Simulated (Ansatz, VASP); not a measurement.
One calculation of Si, two programs

```
Si
1.0
     3.82897    0.00000    0.00000
    -1.91448    3.31598    0.00000
     0.00000    0.00000   28.08494
Si
4
Direct
  0.00000 0.00000 0.54447
  0.00000 0.00000 0.45553
  0.33333 0.66667 0.43177
  0.66667 0.33333 0.56823
```

Alike in both runs: functional PBE; dispersion D3(BJ); k mesh 12 × 12 × 2; occupations gaussian, width 0.1 eV; no spin polarisation.

Ansatz relaxed the structure, and its values are those at the end. VASP's run is a single point on that final structure, the one shown.

|  | VASP | Ansatz |
| --- | --- | --- |
| version | VASP 6.6.1 | Ansatz 0.2.0 |
| potentials or method | VASP PAW PBE potentials, release 64 (Si), cutoff 520 eV | scalar-relativistic, plane waves, PAW |
| valence electrons in the cell | 16 | 16 |

```tsv
	VASP	Ansatz	Ansatz less VASP
gap on the k mesh at the Fermi level (eV)	none	none	-
rms of the force components (eV/Å)	0.004	0.003	-0.0016
```

A gap of «none» marks a metal or a gap that the smearing closes.
